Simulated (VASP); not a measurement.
Here is a VASP 6.6.1 calculation.

Contents of INCAR:

```
  ALGO = Normal
  EDIFF = 1E-7
  ENCUT = 520
  GGA = PE
  ISIF = 2
  ISMEAR = 0
  LASPH = True
  LCHARG = False
  LREAL = False
  LWAVE = False
  NBANDS = 24
  NELM = 80
  PREC = Accurate
  SIGMA = 0.1
```

KPOINTS

```
k-points
0
Gamma
  4 4 6
```

Contents of POSCAR:

```
SnSbS2
1.0
    5.2848417749      0.0000000000      0.0000000000
    0.0000000000      5.2848417749      0.0000000000
    0.0000000000      0.0000000000      3.5537007705
Sn Sb S
1 1 2
Direct
    0.5000000000      0.5000000000      0.5000000000
    0.0000000000      0.0000000000      0.0000000000
    0.0000000000      0.5000000000      0.1247895971
    0.5000000000      0.0000000000      0.8752104029
```

Potentials or basis: VASP PAW PBE potentials, release 64 (Sn_d, Sb, S).

Launch:

```console
$ cat potpaw_PBE.64/Sn_d/POTCAR potpaw_PBE.64/Sb/POTCAR potpaw_PBE.64/S/POTCAR > POTCAR
$ mpirun -np 1 vasp_std > vasp.out
```

**Question.** Predict the largest force.

**Answer.** 0.008 eV/Å.

**Question.** What does it give for the pressure?

**Answer.** -0.3 GPa.

**Question.** Predict the band gap on the k mesh.

**Answer.** Zero (an odd number of electrons rules out a gap without spin polarisation).

Stress tensor (GPa, compression positive):
```
-0.21  0.00  0.00
 0.00 -0.21  0.00
 0.00  0.00 -0.40
```

Caveat: spin-orbit coupling is left out, which moves the levels of the heavy elements.
